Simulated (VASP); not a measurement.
Runs of VASP 6.6.1 on TlBr. The structure is that of space group Pm-3m (No. 221), or close to it. The cells are those of the table. 

```tsv
cell	gap on the mesh (eV)	pressure (GPa)
a = 3.907 Å, 2 atoms	2.15	2.0
a = 3.840 Å, 2 atoms	2.00	4.0
a = 3.704 Å, 2 atoms	(a)	10.0
a = 3.764 Å, 2 atoms	1.66	7.0
a = 3.626 Å, 2 atoms	0.92	(b)
```

Alike in all rows: task single point; level r2SCAN; potentials or basis VASP PAW PBE potentials, release 64 (Tl_d, Br); no spin polarisation; k mesh 6 × 6 × 6; cutoff (eV) 550; smearing gaussian 0.01 eV.

Task: Estimate the missing entries.

Result: (a) 1.36; (b) 15.0.

Caveats: the PAW data sets were made with another functional, which shifts forces and pressure a little; spin-orbit coupling is left out, which moves the levels of the heavy elements.

A k mesh can miss the band edges, and the runs leave out spin-orbit coupling on Br, Tl.
